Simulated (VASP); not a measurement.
# CeO2 (Fm-3m) in VASP: a series of runs, part 2 of 2

VASP 6.6.1. The steps go on from the part before.

### 4 Single point, PBE+U (volume scaled by 1.040)

Contents of INCAR:

```
ALGO = Normal
EDIFF = 1E-6
ENCUT = 520
GGA = PE
ISIF = 2
ISMEAR = 0
LASPH = T
LCHARG = T
LDAU = T
LDAUJ = 0 0
LDAUL = 3 -1
LDAUPRINT = 1
LDAUTYPE = 2
LDAUU = 5 0
LELF = T
LMAXMIX = 6
LREAL = F
LVHAR = T
LWAVE = F
NBANDS = 19
NELM = 150
PREC = Accurate
SIGMA = 0.05
```

Contents of KPOINTS:

```
k-points
0
Gamma
  12 12 12
```

Contents of POSCAR:

```
CeO2
1.0
    0.0000000000      2.7719159538      2.7719159538
    2.7719159538      0.0000000000      2.7719159538
    2.7719159538      2.7719159538      0.0000000000
Ce O
1 2
Direct
    0.0000000000      0.0000000000      0.0000000000
    0.2500000000      0.2500000000      0.2500000000
    0.7500000000      0.7500000000      0.7500000000
```

Potentials or basis: VASP PAW PBE potentials, release 64 (Ce, O).

Command:

```sh
$ cat potpaw_PBE.64/Ce/POTCAR potpaw_PBE.64/O/POTCAR > POTCAR
$ mpirun -np 1 vasp_std > vasp.out
```

OUTCAR:

```text
EDIFF = 1E-6
   ENCUT = 520
   GGA = PE
   ISIF = 2
   ISMEAR = 0
   LASPH = T
   LREAL = F
   NELM = 150
   PREC = Accurate

 ion  position               nearest neighbor table
   1  0.000  0.000  0.000-   3 2.40   2 2.40   3 2.40   2 2.40   3 2.40   3 2.40   2 2.40   2 2.40

   2  0.250  0.250  0.250-   1 2.40   1 2.40   1 2.40   1 2.40
   3  0.750  0.750  0.750-   1 2.40   1 2.40   1 2.40   1 2.40

  LATTYP: Found a face centered cubic cell.
 ALAT       =     5.5438319076

  Lattice vectors:

 A1 = (   0.0000000000,   2.7719159538,   2.7719159538)
 A2 = (   2.7719159538,   0.0000000000,   2.7719159538)
 A3 = (   2.7719159538,   2.7719159538,   0.0000000000)

Analysis of symmetry for initial positions (statically):
=====================================================================
 Subroutine PRICEL returns:
 Original cell was already a primitive cell.

 Routine SETGRP: Setting up the symmetry group for a
 face centered cubic supercell.

 Subroutine GETGRP returns: Found 48 space group operations
 (whereof 48 operations were pure point group operations)
 out of a pool of 48 trial point group operations.

The static configuration has the point symmetry O_h .

Analysis of symmetry for dynamics (positions and initial velocities):
=====================================================================
 Subroutine PRICEL returns:
 Original cell was already a primitive cell.

 Routine SETGRP: Setting up the symmetry group for a
 face centered cubic supercell.

 Subroutine GETGRP returns: Found 48 space group operations
 (whereof 48 operations were pure point group operations)
 out of a pool of 48 trial point group operations.

The dynamic configuration has the point symmetry O_h .

 Subroutine INISYM returns: Found 48 space group operations
 (whereof 48 operations are pure point group operations),
 and found     1 'primitive' translations

----------------------------------------------------------------------------------------

                                     Primitive cell

  volume of cell :      42.5961

[... 129 lines left out ...]
 maximum number of plane-waves:      1174
 NGX is ok and might be reduce to    30
   NGX = 15   NGY = 15   NGZ = 15

atom =   1  type =  1  l = 3

 onsite density matrix

spin component  1

  0.0380 -0.0000  0.0104 -0.0000  0.0000  0.0000 -0.0000
 -0.0000  0.1381 -0.0000  0.0000 -0.0000 -0.0000  0.0000
  0.0104 -0.0000  0.0327 -0.0000 -0.0000  0.0000 -0.0000
 -0.0000  0.0000 -0.0000  0.0461  0.0000 -0.0000  0.0000
  0.0000 -0.0000 -0.0000  0.0000  0.0327  0.0000 -0.0104
  0.0000 -0.0000  0.0000 -0.0000  0.0000  0.0246  0.0000
 -0.0000  0.0000 -0.0000  0.0000 -0.0104  0.0000  0.0380

spin component  2

  0.0380 -0.0000  0.0104 -0.0000  0.0000  0.0000 -0.0000
 -0.0000  0.1381 -0.0000  0.0000 -0.0000 -0.0000  0.0000
  0.0104 -0.0000  0.0327 -0.0000 -0.0000  0.0000 -0.0000
 -0.0000  0.0000 -0.0000  0.0461  0.0000 -0.0000  0.0000
  0.0000 -0.0000 -0.0000  0.0000  0.0327  0.0000 -0.0104
  0.0000 -0.0000  0.0000 -0.0000  0.0000  0.0246  0.0000
 -0.0000  0.0000 -0.0000  0.0000 -0.0104  0.0000  0.0380

 occupancies and eigenvectors

  o =  0.0246  v =  0.6106  0.0000 -0.7883 -0.0000 -0.0589  0.0121 -0.0456  0.0000  0.0000  0.0000  0.0000  0.0000  0.0000  0.0000      0.0000  0.0000  0.0000  0.0000  0.0000  0.0000  0.0000  0.0000  0.0000  0.0000  0.0000  0.0000  0.0000  0.0000
  o =  0.0246  v =  0.0000  0.0000  0.0000  0.0000  0.0000  0.0000  0.0000  0.6106  0.0000 -0.7883 -0.0000 -0.0589  0.0121 -0.0456      0.0000  0.0000  0.0000  0.0000  0.0000  0.0000  0.0000  0.0000  0.0000  0.0000  0.0000  0.0000  0.0000  0.0000
  o =  0.0246  v = -0.0457 -0.0000  0.0590  0.0000 -0.7883  0.0106 -0.6106  0.0000  0.0000  0.0000  0.0000  0.0000  0.0000  0.0000      0.0000  0.0000  0.0000  0.0000  0.0000  0.0000  0.0000  0.0000  0.0000  0.0000  0.0000  0.0000  0.0000  0.0000
  o =  0.0246  v =  0.0000  0.0000  0.0000  0.0000  0.0000  0.0000  0.0000 -0.0457 -0.0000  0.0590  0.0000 -0.7883  0.0106 -0.6106      0.0000  0.0000  0.0000  0.0000  0.0000  0.0000  0.0000  0.0000  0.0000  0.0000  0.0000  0.0000  0.0000  0.0000
  o =  0.0246  v = -0.0069  0.0000  0.0089  0.0000  0.0091  0.9999  0.0070  0.0000  0.0000  0.0000  0.0000  0.0000  0.0000  0.0000      0.0000  0.0000  0.0000  0.0000  0.0000  0.0000  0.0000  0.0000  0.0000  0.0000  0.0000  0.0000  0.0000  0.0000
  o =  0.0246  v =  0.0000  0.0000  0.0000  0.0000  0.0000  0.0000  0.0000 -0.0069  0.0000  0.0089  0.0000  0.0091  0.9999  0.0070      0.0000  0.0000  0.0000  0.0000  0.0000  0.0000  0.0000  0.0000  0.0000  0.0000  0.0000  0.0000  0.0000  0.0000
  o =  0.0461  v = -0.0034  0.0000 -0.0027 -1.0000 -0.0018  0.0000  0.0023  0.0000  0.0000  0.0000  0.0000  0.0000  0.0000  0.0000      0.0000  0.0000  0.0000  0.0000  0.0000  0.0000  0.0000  0.0000  0.0000  0.0000  0.0000  0.0000  0.0000  0.0000
  o =  0.0461  v =  0.0000  0.0000  0.0000  0.0000  0.0000  0.0000  0.0000 -0.0034  0.0000 -0.0027 -1.0000 -0.0018  0.0000  0.0023      0.0000  0.0000  0.0000  0.0000  0.0000  0.0000  0.0000  0.0000  0.0000  0.0000  0.0000  0.0000  0.0000  0.0000
  o =  0.0461  v =  0.0000  0.0000  0.0000  0.0000  0.0000  0.0000  0.0000  0.0289 -0.0000  0.0224  0.0028 -0.6120 -0.0000  0.7900      0.0000  0.0000  0.0000  0.0000  0.0000  0.0000  0.0000  0.0000  0.0000  0.0000  0.0000  0.0000  0.0000  0.0000
  o =  0.0461  v =  0.0289 -0.0000  0.0224  0.0028 -0.6120 -0.0000  0.7900  0.0000  0.0000  0.0000  0.0000  0.0000  0.0000  0.0000      0.0000  0.0000  0.0000  0.0000  0.0000  0.0000  0.0000  0.0000  0.0000  0.0000  0.0000  0.0000  0.0000  0.0000
  o =  0.0461  v =  0.0000  0.0000  0.0000  0.0000  0.0000  0.0000  0.0000  0.7900  0.0000  0.6120 -0.0044  0.0224  0.0000 -0.0289      0.0000  0.0000  0.0000  0.0000  0.0000  0.0000  0.0000  0.0000  0.0000  0.0000  0.0000  0.0000  0.0000  0.0000
  o =  0.0461  v =  0.7900  0.0000  0.6120 -0.0044  0.0224  0.0000 -0.0289  0.0000  0.0000  0.0000  0.0000  0.0000  0.0000  0.0000      0.0000  0.0000  0.0000  0.0000  0.0000  0.0000  0.0000  0.0000  0.0000  0.0000  0.0000  0.0000  0.0000  0.0000
  o =  0.1381  v =  0.0000 -1.0000 -0.0000  0.0000  0.0000  0.0000  0.0000  0.0000  0.0000  0.0000  0.0000  0.0000  0.0000  0.0000      0.0000  0.0000  0.0000  0.0000  0.0000  0.0000  0.0000  0.0000  0.0000  0.0000  0.0000  0.0000  0.0000  0.0000
  o =  0.1381  v =  0.0000  0.0000  0.0000  0.0000  0.0000  0.0000  0.0000  0.0000 -1.0000 -0.0000  0.0000  0.0000  0.0000  0.0000      0.0000  0.0000  0.0000  0.0000  0.0000  0.0000  0.0000  0.0000  0.0000  0.0000  0.0000  0.0000  0.0000  0.0000

 number of electron      23.9999997 magnetization

 Free energy of the ion-electron system (eV)
  ---------------------------------------------------
  ext. energy  EPLUGINS =         0.00000000
  ---------------------------------------------------
  free energy    TOTEN  =       -24.31424216 eV

  energy without entropy =      -24.31424216  energy(sigma->0) =      -24.31424216

 E-fermi :   5.1927     XC(G=0): -10.9649

 val. band max:        4.9198856626   @ k =  -0.2500   0.2500   0.0000
 cond. band min:       7.0898029032   @ k =   0.5000   0.0000   0.0000
 fundamental gap:      2.1699172406
 Fermi energy:         5.1926591913

 k-point     1 :       0.0000    0.0000    0.0000
  band No.  band energies     occupation
      1     -28.7419      2.00000
      2     -11.3339      2.00000
      3     -10.8063      2.00000
      4     -10.8063      2.00000
      5     -10.8063      2.00000
      6     -10.2888      2.00000
[... 505 lines left out ...]
      6      -8.3504      2.00000
[... 11 lines left out ...]
     18       7.7172      0.00000
     19       7.7487      0.00000

 [... further k-points ...]
[... 5 lines left out ...]
  --------------------------------------------------------------------------------------
  -------------------------------------------------------------------------------------
  Total       -1.0871323     -1.0871323     -1.0871323      0.0000000      0.0000000      0.0000000
  in kB      -40.8905350    -40.8905350    -40.8905350      0.0000000      0.0000000      0.0000000
  external PRESSURE =     -40.8905350 kB  Pullay stress =       0.0000000 kB

 VOLUME and BASIS-vectors are now :
 -----------------------------------------------------------------------------
  energy-cutoff  :      520.00
  volume of cell :       42.60
      direct lattice vectors                 reciprocal lattice vectors
     0.000000000  2.771915954  2.771915954    -0.180380649  0.180380649  0.180380649
     2.771915954  0.000000000  2.771915954     0.180380649 -0.180380649  0.180380649
     2.771915954  2.771915954  0.000000000     0.180380649  0.180380649 -0.180380649

 POSITION                                       TOTAL-FORCE (eV/Angst)
 -----------------------------------------------------------------------------------
      0.00000      0.00000      0.00000         0.000000      0.000000      0.000000
      1.38596      1.38596      1.38596         0.000000      0.000000      0.000000
      4.15787      4.15787      4.15787        -0.000000     -0.000000     -0.000000
 -----------------------------------------------------------------------------------
    total drift:                                0.000000     -0.000000      0.000000

  FREE ENERGIE OF THE ION-ELECTRON SYSTEM (eV)
  ---------------------------------------------------
  free  energy   TOTEN  =       -24.3142421575 eV

  energy  without entropy=      -24.3142421575  energy(sigma->0) =      -24.31424216
```

OSZICAR:

```text
N       E                     dE             d eps       ncg     rms          rms(c)
DAV:   1     0.251962346813E+03    0.25196E+03   -0.11207E+04  2774   0.161E+03
DAV:   2     0.969822569045E+01   -0.24226E+03   -0.21287E+03  3673   0.293E+02
DAV:   3    -0.298292234255E+02   -0.39527E+02   -0.35941E+02  3242   0.150E+02
DAV:   4    -0.311446587051E+02   -0.13154E+01   -0.13142E+01  4176   0.265E+01
[... 16 lines left out ...]
DAV:  21    -0.243142548464E+02    0.29547E-05   -0.42781E-06  3037   0.255E-02    0.415E-02
DAV:  22    -0.243142502078E+02    0.46387E-05   -0.42090E-06  2918   0.145E-02    0.320E-02
DAV:  23    -0.243142443301E+02    0.58777E-05   -0.11446E-05  3150   0.200E-02    0.173E-02
DAV:  24    -0.243142425987E+02    0.17314E-05   -0.42826E-06  2865   0.129E-02    0.780E-03
DAV:  25    -0.243142421575E+02    0.44123E-06   -0.12909E-06  1456   0.104E-02
   1 F= -.24314242E+02 E0= -.24314242E+02  d E =-.232542E-16
```

It took 91 s on 1 thread of Intel Xeon 6975P-C (Granite Rapids), shared host; peak memory 0.22 GiB.

Results:

| Quantity | Value |
| --- | --- |
| Free energy | -24.3142 eV |
| Pressure | -4.1 GPa |
| Band gap on the k mesh | 2.17 eV, indirect (least direct gap 2.36 eV) |

Levels at points of the mesh, in eV from the valence-band top:
```
           k point  band 9  band 10  band 11  band 12  band 13  band 14  band 15  band 16
(0.00, 0.00, 0.00)   -3.64    -0.39    -0.39    -0.39     2.28     2.65     2.65     2.65
(0.50, 0.00, 0.00)   -1.27    -1.23    -0.70    -0.70     2.17     2.47     2.47     2.65
(0.50, 0.50, 0.00)   -1.27    -0.75    -0.75    -0.42     2.39     2.39     2.41     2.50
```

Eigenvalues of the final occupation matrices:
```tsv
site	spin	trace	eigenvalues
site 1 f	1	0.35	0.02 0.02 0.02 0.05 0.05 0.05 0.14
site 1 f	2	0.35	0.02 0.02 0.02 0.05 0.05 0.05 0.14
```

Caveat: spin-orbit coupling is left out, which moves the levels of the heavy elements.

### 5 The runs side by side

```tsv
cell	gap on the mesh (eV)	pressure (GPa)
a = 3.869 Å, angles 60.0°, 3 atoms	2.30	3.0
a = 3.895 Å, angles 60.0°, 3 atoms	2.24	-0.7
a = 3.920 Å, angles 60.0°, 3 atoms	2.17	-4.1
```

Alike in all rows: task single point; level PBE+U; potentials or basis VASP PAW PBE potentials, release 64 (Ce, O); no spin polarisation; Ce f U = 5.0 eV; k mesh 12 × 12 × 12; cutoff (eV) 520; smearing gaussian 0.05 eV.

Caveats: spin-orbit coupling is left out, which moves the levels of the heavy elements.

Absolute energies hang on the potentials; compare differences alone.
